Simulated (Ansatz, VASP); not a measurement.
Two plane-wave programs on ZnSe

```
Zn Se
1.0
     4.20586    0.00000    0.00000
     0.00000    4.20586    0.00000
     0.00000    0.00000    5.77547
Zn Se
2 2
Direct
  0.00000 0.00000 0.00000
  0.50000 0.50000 0.00000
  0.00000 0.50000 0.26817
  0.50000 0.00000 0.73183
```

Alike in both runs: task single point; functional PBEsol; k mesh 8 × 8 × 6; occupations gaussian, width 0.05 eV; no spin polarisation.

```csv
,VASP,Ansatz
version,VASP 6.6.1,Ansatz 0.2.0
potentials or method,"VASP PAW PBE potentials, release 64 (Zn, Se), cutoff 520 eV","scalar-relativistic, plane waves, PAW"
valence electrons in the cell,36,56
```

VASP gave:

```
gap on the k mesh at the Fermi level (eV)                     : 1.50
least direct gap on the mesh (eV)                             : 1.50
pressure (GPa)                                                : -6.0
traceless stress, the component that is largest in VASP (GPa) : 0.30
rms of the force components (eV/Å)                            : 0.437
```

Question: What did Ansatz give for the same quantities?

Answer: gap on the k mesh at the Fermi level (eV): 1.50; least direct gap on the mesh (eV): 1.50; pressure (GPa): -6.2; traceless stress, the component that is largest in VASP (GPa): 0.29; rms of the force components (eV/Å): 0.451.

VASP's potentials were made for PBE, not for PBEsol, and Ansatz warns of the same on its side. Atom by atom the forces differ by 0.014 eV/Å (rms over components). With one functional, cell and mesh, what is left measures potentials, basis and numerics. VASP's potentials hold 36 valence electrons a cell and Ansatz's 56, so a difference there can come from the potentials and not from the codes.
